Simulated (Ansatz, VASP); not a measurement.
# Two plane-wave programs on Ce

```
CELL_PARAMETERS angstrom
0.00000 2.33904 2.33904
2.33904 0.00000 2.33904
2.33904 2.33904 0.00000
ATOMIC_POSITIONS crystal
Ce 0.00000 0.00000 0.00000
```

Alike in both runs: task single point; functional r2SCAN; k mesh 15 × 15 × 15; occupations fermi-dirac, width 0.1 eV; no spin polarisation.

|  | VASP | Ansatz |
| --- | --- | --- |
| version | VASP 6.6.1 | Ansatz 0.2.0 |
| potentials or method | VASP PAW PBE potentials, release 64 (Ce), cutoff 520 eV | plane waves (500 eV) with PAW, scalar-relativistic |
| valence electrons in the cell | 12 | 12 |

|  | VASP | Ansatz | Ansatz less VASP |
| --- | --- | --- | --- |
| pressure (GPa) | -0.4 | -0.1 | +0.25 |

VASP's potentials were made for PBE, not for r2SCAN.

Neither program's run includes spin-orbit coupling.
